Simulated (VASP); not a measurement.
A run of VASP 6.6.1 is set up as follows.

INCAR

```
SYSTEM = Y2Si2F
  ALGO = Normal
  EDIFF = 1E-6
  EDIFFG = -0.04
  ENCUT = 600
  GGA = PE
  IBRION = 2
  ISIF = 3
  ISMEAR = 0
  LASPH = .TRUE.
  LCHARG = .FALSE.
  LREAL = .FALSE.
  LWAVE = .FALSE.
  NELM = 80
  NSW = 90
  PREC = Accurate
  SIGMA = 0.1
```

The input KPOINTS:

```
k-points
0
G
  6 6 6
  0 0 0
```

POSCAR

```
Y2Si2F
1.0
   -2.0844858900      2.0844858900      4.9490397500
    2.0844858900     -2.0844858900      4.9490397500
    2.0844858900      2.0844858900     -4.9490397500
Y Si F
2 2 1
Direct
    0.3709999900      0.3709999900      0.0000000000
    0.6290000100      0.6290000100      0.0000000000
    0.7500000000      0.2500000000      0.5000000000
    0.2500000000      0.7500000000      0.5000000000
    0.0000000000      0.0000000000      0.0000000000
```

Potentials or basis: VASP PAW PBE potentials, release 64 (Y_sv, Si, F).

The run is started by

```bash
$ cat potpaw_PBE.64/Y_sv/POTCAR potpaw_PBE.64/Si/POTCAR potpaw_PBE.64/F/POTCAR > POTCAR
$ mpirun -np 1 vasp_std > vasp.out
```

Problem. Estimate the band gap on the k mesh.

Solution. Zero (an odd number of electrons rules out a gap without spin polarisation).

Problem. Estimate the space group after relaxing (to 0.1 Å).

Solution. I4/mmm (No. 139).

Problem. Predict the relaxed volume.

Solution. 19.59 Å³/atom.

Problem. Predict the relaxed cell.

Solution. a = 7.849 Å, b = 7.849 Å, c = 7.849 Å, α = 153.23°, β = 153.23°, γ = 38.22°.

Stress tensor (GPa, compression positive):
```
-0.03  0.00  0.00
 0.00 -0.03  0.00
 0.00  0.00  0.05
```

Caveat: a cell axis changed by over 15 % at a fixed basis, so the end point is rough; an odd number of electrons without spin polarisation forces a metal; a magnetic or distorted state may lie lower.
